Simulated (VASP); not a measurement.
PbF2:

```xyz
6
Lattice="5.5782 0.0000 0.0000 0.0000 5.5782 0.0000 0.0000 0.0000 3.9399" Properties=species:S:1:pos:R:3 pbc="T T T"
Pb    0.0000    0.0000    0.0000
Pb    2.7891    2.7891    1.9699
F     1.7249    1.7249    0.0000
F     1.0642    4.5140    1.9699
F     4.5140    1.0642    1.9699
F     3.8533    3.8533    0.0000
```

Base run:

- Program: VASP 6.6.1
- Functional: r2SCAN
- Potentials or basis: VASP PAW PBE potentials, release 64 (Pb_d, F)
- Cutoff: 520 eV
- k mesh: 4 × 4 × 4
- Occupations: gaussian, width 0.01 eV
- Spin: no spin polarisation

Its results: band gap on the k mesh 4.05 eV, indirect (least direct gap 4.32 eV); pressure 0.0 GPa.

**Question.** The run is repeated on the same cell with these changes: functional from r2SCAN to HSE06; k mesh from 4 × 4 × 4 to 2 × 2 × 4. What comes out?

**Answer.** Band gap on the k mesh 4.85 eV, indirect (least direct gap 5.12 eV); pressure 0.8 GPa.

Several settings changed at once, so the effect can't be laid on one alone.

Caveats: some runs use coarse meshes; the PAW data sets were made with another functional, which shifts forces and pressure a little; spin-orbit coupling is left out, which moves the levels of the heavy elements.

A k mesh can miss the band edges.
